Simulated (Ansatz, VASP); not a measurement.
TlBr in VASP and in Ansatz

File INCAR:

```
PREC = Accurate
ENCUT = 500
EDIFF = 1E-6
ISMEAR = -1
SIGMA = 0.03
LREAL = F
LASPH = T
NELM = 120
ALGO = Normal
ISIF = 2
LWAVE = F
LCHARG = F
GGA = PE
NBANDS = 17
GGA_COMPAT = F
```

Contents of KPOINTS:

```
regular mesh
0
Gamma
  8 8 8
```

The input POSCAR:

```
TlBr
1.0
    3.9700000000      0.0000000000      0.0000000000
    0.0000000000      3.9700000000      0.0000000000
    0.0000000000      0.0000000000      3.9700000000
Tl Br
1 1
Direct
    0.0000000000      0.0000000000      0.0000000000
    0.5000000000      0.5000000000      0.5000000000
```

Input for Ansatz:

```yaml
crystal:
  lattice:
    - [3.97, 0.0, 0.0]
    - [0.0, 3.97, 0.0]
    - [0.0, 0.0, 3.97]
  atoms:
    - { symbol: Tl, position: [0.0, 0.0, 0.0] }
    - { symbol: Br, position: [0.5, 0.5, 0.5] }
kpoints:
  mp_grid: { grid: [8, 8, 8] }
  band_path:
    path:
      - [0.0, 0.0, 0.0]
      - [0.0, 0.5, 0.0]
      - [0.5, 0.5, 0.0]
      - [0.0, 0.0, 0.0]
      - [0.5, 0.5, 0.5]
      - [0.0, 0.5, 0.0]
      - [0.5, 0.5, 0.5]
      - [0.5, 0.5, 0.0]
    npoints: 8
scf:
  occupations: { method: fermi_dirac, width: 0.03 }
hamiltonian:
  xc: pbe
  pseudopotentials: { kind: all_electron, lapw: { basis_error: 0.001 } }
output:
  forces: true
  stress: true
  eigenvalues: true
  fatbands: true
  populations: true
  dos: { projected: true, de: 0.2, e_range: [-14, 8] }
```

Alike in both runs: task single point; functional PBE; k mesh 8 × 8 × 8; occupations fermi-dirac, width 0.03 eV; no spin polarisation.

|  | VASP | Ansatz |
| --- | --- | --- |
| version | VASP 6.6.1 | Ansatz 0.2.0 |
| potentials or method | VASP PAW PBE potentials, release 64 (Tl_d, Br), cutoff 500 eV | all-electron LAPW, scalar-relativistic |

|  | VASP | Ansatz | Ansatz less VASP |
| --- | --- | --- | --- |
| gap on the k mesh at the Fermi level (eV) | 1.84 | 1.84 | -0.006 |
| pressure (GPa) | 1.4 | 1.4 | +0.03 |

Ansatz ran all-electron here, and VASP with PAW potentials.

Spin-orbit coupling is off throughout.
